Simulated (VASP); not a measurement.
# Sn in VASP: further runs, part 2 of 2

VASP 6.6.1. Earlier steps stand in the parts before.

## (4) Single point, r2SCAN+rVV10

This run uses another cell than the first one, of 26.86 Å³/atom.

File POSCAR:

```
Sn
1.0
   -1.6960586008      1.6961517664      2.3338177211
    1.6960586008     -1.6961517664      2.3338177211
    1.6960586008      1.6961517664     -2.3338177211
Sn
1
Direct
    0.0000000000      0.0000000000      0.0000000000
```

File INCAR.step1:

```
PREC = Accurate ; ENCUT = 520
ISMEAR = -1 ; SIGMA = 0.05
LREAL = False ; LASPH = True
NELM = 60 ; NBANDS = 13
GGA = PE ; ALGO = Normal
EDIFF = 1E-4 ; LWAVE = True
LCHARG = False
```

File INCAR.step2:

```
PREC = Accurate ; ENCUT = 520
EDIFF = 1E-6 ; ISMEAR = -1
SIGMA = 0.05 ; LREAL = False
LASPH = True ; NELM = 60
ALGO = Normal ; ISIF = 2
LWAVE = False ; LCHARG = False
METAGGA = R2SCAN ; LMIXTAU = True
LUSE_VDW = True ; IVDW_NL = 2
BPARAM = 11.95 ; CPARAM = 0.0093
NBANDS = 13 ; ISTART = 1
```

File KPOINTS:

```
regular mesh
0
Gamma
  11 11 11
```

Potentials or basis: VASP PAW PBE potentials, release 64 (Sn_d).

Command:

```bash
$ cat potpaw_PBE.64/Sn_d/POTCAR > POTCAR
$ cp INCAR.step1 INCAR
$ mpirun -np 1 vasp_std > vasp.out
$ cp INCAR.step2 INCAR
$ mpirun -np 1 vasp_std > vasp.out
```

OUTCAR:

```text
PREC = Accurate
   ENCUT = 520
   EDIFF = 1E-6
   ISMEAR = -1
   LREAL = False
   LASPH = True
   NELM = 60
   ISIF = 2
   METAGGA = R2SCAN
   IVDW_NL = 2
   BPARAM = 11.95
   ISTART = 1

 ion  position               nearest neighbor table
   1  0.000  0.000  0.000-

  LATTYP: Found a body centered orthorhombic cell.
 ALAT       =     3.3921172016
 B/A-ratio  =     1.0000549306
 C/A-ratio  =     1.3760242246

  Lattice vectors:

 A1 = (  -1.6960586008,   1.6961517664,   2.3338177211)
 A2 = (   1.6960586008,  -1.6961517664,   2.3338177211)
 A3 = (   1.6960586008,   1.6961517664,  -2.3338177211)

Analysis of symmetry for initial positions (statically):
=====================================================================
 Subroutine PRICEL returns:
 Original cell was already a primitive cell.

 Routine SETGRP: Setting up the symmetry group for a
 body centered orthorhombic supercell.

 Subroutine GETGRP returns: Found  8 space group operations
 (whereof  8 operations were pure point group operations)
 out of a pool of  8 trial point group operations.

The static configuration has the point symmetry D_2h.

Analysis of symmetry for dynamics (positions and initial velocities):
=====================================================================
 Subroutine PRICEL returns:
 Original cell was already a primitive cell.

 Routine SETGRP: Setting up the symmetry group for a
 body centered orthorhombic supercell.

 Subroutine GETGRP returns: Found  8 space group operations
 (whereof  8 operations were pure point group operations)
 out of a pool of  8 trial point group operations.

The dynamic configuration has the point symmetry D_2h.

 Subroutine INISYM returns: Found  8 space group operations
 (whereof  8 operations are pure point group operations),
 and found     1 'primitive' translations

[... 117 lines left out ...]
   METAGGA = R2SCAN    functional components
   LHFCALC =     F    Hartree Fock is set to
   AEXX    =    0.0000 exact exchange contribution
   IVDW_NL    =     2    kernel type
   BPARAM     =11.9500
   IVDW    =     0    specifies the selected vdW correction
   LEPSILON=     F    determine dielectric tensor
   LRPA    =     F    only Hartree local field effects (RPA)
 non-spin polarized calculation
  energy-cutoff  :      520.00
  volume of cell :       26.86
 maximum number of plane-waves:       740
 NGX is ok and might be reduce to    28
   NGX = 13   NGY = 13   NGZ = 13

 number of electron      14.0000006 magnetization

 Free energy of the ion-electron system (eV)
  ---------------------------------------------------
  ext. energy  EPLUGINS =         0.00000000
  ---------------------------------------------------
  free energy    TOTEN  =       -24.16152491 eV

  energy without entropy =      -24.15662947  energy(sigma->0) =      -24.15907719

 E-fermi :   8.2077     XC(G=0): -11.3650

 val. band max:        8.2011497025   @ k =  -0.1818   0.3636   0.0000
 cond. band min:       8.2289325844   @ k =   0.1818   0.1818   0.0909
 fundamental gap:      0.0277828818
 Fermi energy:         8.2076995617

 k-point     1 :       0.0000    0.0000    0.0000
  band No.  band energies     occupation
      1     -14.0306      2.00000
      2     -14.0305      2.00000
      3     -14.0131      2.00000
      4     -13.9505      2.00000
      5     -13.9255      2.00000
      6      -3.6027      2.00000
      7      16.4745      0.00000
      8      16.5381      0.00000
      9      16.5394      0.00000
     10      19.4886      0.00000
     11      20.6242      0.00000
     12      20.6256      0.00000
     13      20.7810      0.00000
[... 354 lines left out ...]
  band No.  band energies     occupation
      1     -14.0500      2.00000
      2     -13.9963      2.00000
      3     -13.9603      2.00000
      4     -13.9030      2.00000
      5     -13.8491      2.00000
      6       0.3755      2.00000
      7       5.7103      2.00000
      8      11.1058      0.00000
      9      12.6431      0.00000
     10      16.1129      0.00000
     11      21.7316      0.00000
     12      22.7293      0.00000
     13      23.9399      0.00000

 [... further k-points ...]

------------------------ aborting loop because EDIFF is reached ----------------------------------------

  FORCE on cell =-STRESS in cart. coord.  units (eV):
  Direction    XX          YY          ZZ          XY          YZ          ZX
  --------------------------------------------------------------------------------------
  -------------------------------------------------------------------------------------
  Total        0.0194007      0.0187169      0.0207005      0.0000000      0.0000000      0.0000000
  in kB        1.1574310      1.1166399      1.2349786      0.0000000      0.0000000      0.0000000
  external PRESSURE =       1.1696831 kB  Pullay stress =       0.0000000 kB

 VOLUME and BASIS-vectors are now :
 -----------------------------------------------------------------------------
  energy-cutoff  :      520.00
  volume of cell :       26.86
      direct lattice vectors                 reciprocal lattice vectors
    -1.696058601  1.696151766  2.333817721     0.000000000  0.294784942  0.214241239
     1.696058601 -1.696151766  2.333817721     0.294801135  0.000000000  0.214241239
     1.696058601  1.696151766 -2.333817721     0.294801135  0.294784942  0.000000000

 POSITION                                       TOTAL-FORCE (eV/Angst)
 -----------------------------------------------------------------------------------
      0.00000      0.00000      0.00000         0.000000      0.000000      0.000000
 -----------------------------------------------------------------------------------
    total drift:                                0.000000     -0.000000      0.000000

  FREE ENERGIE OF THE ION-ELECTRON SYSTEM (eV)
  ---------------------------------------------------
  free  energy   TOTEN  =       -24.1615249073 eV

  energy  without entropy=      -24.1566294689  energy(sigma->0) =      -24.15907719
```

OUTCAR.step1:

```text
PREC = Accurate
   ENCUT = 520
   ISMEAR = -1
   LREAL = False
   LASPH = True
   NELM = 60
[... 601 lines left out ...]
 POSITION                                       TOTAL-FORCE (eV/Angst)
 -----------------------------------------------------------------------------------
      0.00000      0.00000      0.00000         0.000000     -0.000000      0.000000
 -----------------------------------------------------------------------------------
    total drift:                                0.000000     -0.000000      0.000000

  FREE ENERGIE OF THE ION-ELECTRON SYSTEM (eV)
  ---------------------------------------------------
  free  energy   TOTEN  =        -3.7846085012 eV

  energy  without entropy=       -3.7799918190  energy(sigma->0) =       -3.78230016
```

OSZICAR.step1:

```text
N       E                     dE             d eps       ncg     rms          rms(c)
DAV:   1     0.796223189416E+02    0.79622E+02   -0.71969E+03  5848   0.160E+03
DAV:   2     0.167314466782E+01   -0.77949E+02   -0.75587E+02  5926   0.338E+02
DAV:   3    -0.368469259918E+01   -0.53578E+01   -0.53421E+01  6681   0.723E+01
DAV:   4    -0.379353468575E+01   -0.10884E+00   -0.10882E+00  6870   0.110E+01
DAV:   5    -0.379721701329E+01   -0.36823E-02   -0.36822E-02  7400   0.197E+00    0.133E+00
DAV:   6    -0.378798015775E+01    0.92369E-02   -0.90939E-03  7284   0.166E+00    0.740E-01
DAV:   7    -0.378474101523E+01    0.32391E-02   -0.60366E-03  7306   0.130E+00    0.933E-02
DAV:   8    -0.378460986032E+01    0.13115E-03   -0.63672E-04  7011   0.430E-01    0.220E-02
DAV:   9    -0.378460850125E+01    0.13591E-05   -0.92791E-06  3858   0.465E-02
   1 F= -.37846085E+01 E0= -.37823002E+01  d E =-.461668E-02
```

It took 5 min on 1 thread of AMD EPYC 7R13 (Zen 3), shared host; peak memory 0.28 GiB.

What came out:

```yaml
Free_energy: -24.1615 eV
Pressure: 0.1 GPa
Band_gap_on_the_k_mesh: zero (bands 7 and 8 overlap by 10.26 eV)
```

Caveat: the PAW data sets were made with another functional, which shifts forces and pressure a little; spin-orbit coupling is left out, which moves the levels of the heavy elements.

## (5) Single point, r2SCAN+D4

This run uses another cell than the first one, of 26.94 Å³/atom.

File POSCAR:

```
Sn
1.0
   -1.6983505554      1.6984427952      2.3348464300
    1.6983505554     -1.6984427952      2.3348464300
    1.6983505554      1.6984427952     -2.3348464300
Sn
1
Direct
    0.0000000000      0.0000000000      0.0000000000
```

File INCAR.step1:

```
PREC = Accurate ; ENCUT = 520
ISMEAR = -1 ; SIGMA = 0.05
LREAL = F ; LASPH = T
NELM = 60 ; NBANDS = 13
GGA = PE ; ALGO = Normal
EDIFF = 1E-4 ; LWAVE = T
LCHARG = F
```

File INCAR.step2:

```
PREC = Accurate ; ENCUT = 520
EDIFF = 1E-7 ; ISMEAR = -1
SIGMA = 0.05 ; LREAL = F
LASPH = T ; NELM = 60
ALGO = Normal ; ISIF = 2
LWAVE = F ; LCHARG = T
METAGGA = R2SCAN ; LMIXTAU = T
IVDW = 13 ; VDW_S6 = 1.0
VDW_S8 = 0.6018749 ; VDW_A1 = 0.51559235
VDW_A2 = 5.77342911 ; LELF = T
LVHAR = T ; NBANDS = 13
ISTART = 1
```

KPOINTS is that of step 4.

Command:

```bash
$ cat potpaw_PBE.64/Sn_d/POTCAR > POTCAR
$ cp INCAR.step1 INCAR
$ mpirun -np 1 vasp_std > vasp.out
$ cp INCAR.step2 INCAR
$ mpirun -np 1 vasp_std > vasp.out
```

Wall time 5.1 min (1 thread of AMD EPYC 7R13 (Zen 3), shared host); peak memory 0.19 GiB.

It converged, with:

| Item | Value |
| --- | --- |
| Free energy | -24.6502 eV |
| Pressure | 0.0 GPa |
| Band gap on the k mesh | zero (bands 7 and 8 overlap by 10.21 eV) |
| Dispersion energy per atom | -0.140 eV |

Levels at points of the mesh, in eV from the Fermi level:
```
           k point  band 4  band 5  band 6  band 7  band 8  band 9  band 10  band 11
(0.00, 0.00, 0.00)  -22.19  -22.17  -11.79    8.23    8.30    8.30    11.29    12.40
```

Caveat: the PAW data sets were made with another functional, which shifts forces and pressure a little; spin-orbit coupling is left out, which moves the levels of the heavy elements.

## (6) Single point, r2SCAN

This run uses another cell than the first one, of 27.35 Å³/atom.

File POSCAR:

```
Sn
1.0
   -1.7093358319      1.7094201855      2.3401802457
    1.7093358319     -1.7094201855      2.3401802457
    1.7093358319      1.7094201855     -2.3401802457
Sn
1
Direct
    0.0000000000      0.0000000000      0.0000000000
```

File INCAR.step1:

```
SYSTEM = Sn
PREC = Accurate ; ENCUT = 520
ISMEAR = -1 ; SIGMA = 0.05
LREAL = .FALSE. ; LASPH = .TRUE.
NELM = 100 ; NBANDS = 13
GGA = PE ; ALGO = Normal
EDIFF = 1E-4 ; LWAVE = .TRUE.
LCHARG = .FALSE.
```

File INCAR.step2:

```
SYSTEM = Sn
PREC = Accurate ; ENCUT = 520
EDIFF = 1E-7 ; ISMEAR = -1
SIGMA = 0.05 ; LREAL = .FALSE.
LASPH = .TRUE. ; NELM = 100
ALGO = Normal ; ISIF = 2
LWAVE = .FALSE. ; LCHARG = .FALSE.
METAGGA = R2SCAN ; LMIXTAU = .TRUE.
NBANDS = 13 ; ISTART = 1
```

File KPOINTS:

```
Automatic mesh
0
G
  11 11 11
  0 0 0
```

Potentials or basis: VASP PAW PBE potentials, release 64 (Sn_d).

Command:

```bash
$ cat potpaw_PBE.64/Sn_d/POTCAR > POTCAR
$ cp INCAR.step1 INCAR
$ mpirun -np 1 vasp_std > vasp.out
$ cp INCAR.step2 INCAR
$ mpirun -np 1 vasp_std > vasp.out
```

Wall time 4.9 min (1 thread of AMD EPYC 7R13 (Zen 3), shared host); peak memory 0.18 GiB.

Results (log left out):

| Quantity | Value |
| --- | --- |
| Free energy | -24.5113 eV |
| Pressure | 0.0 GPa |
| Band gap on the k mesh | zero (bands 7 and 8 overlap by 10.04 eV) |

Levels at points of the mesh, in eV from the Fermi level:
| k point | band 5 | band 6 | band 7 | band 8 | band 9 | band 10 |
| --- | --- | --- | --- | --- | --- | --- |
| (0.00, 0.00, 0.00) | -22.16 | -11.67 | 8.10 | 8.17 | 8.17 | 11.28 |

Caveat: the PAW data sets were made with another functional, which shifts forces and pressure a little; spin-orbit coupling is left out, which moves the levels of the heavy elements.

## (7) Summary

| level | cell | gap on the mesh (eV) | pressure (GPa) |
| --- | --- | --- | --- |
| r2SCAN+D3(BJ) | a = 3.343 Å, angles 119.1, 119.1, 91.5°, 1 atom | none | 0.0 |
| r2SCAN+D3(BJ) | a = 3.347 Å, angles 119.1, 119.1, 91.6°, 1 atom | none | -0.2 |
| r2SCAN+rVV10 | a = 3.347 Å, angles 119.1, 119.1, 91.6°, 1 atom | none | 0.1 |
| r2SCAN+D4 | a = 3.350 Å, angles 119.1, 119.1, 91.6°, 1 atom | none | 0.0 |
| r2SCAN | a = 3.365 Å, angles 118.9, 118.9, 91.9°, 1 atom | none | 0.0 |

Alike in all rows: task single point; potentials or basis VASP PAW PBE potentials, release 64 (Sn_d); no spin polarisation; k mesh 11 × 11 × 11; cutoff (eV) 520; smearing fermi-dirac 0.05 eV.

Caveats: the PAW data sets were made with another functional, which shifts forces and pressure a little; spin-orbit coupling is left out, which moves the levels of the heavy elements; three body term missing (at least some runs).

Absolute energies hang on the potentials; compare differences alone.

The gap in the log of VASP goes by the Fermi energy; the results here count the filled bands.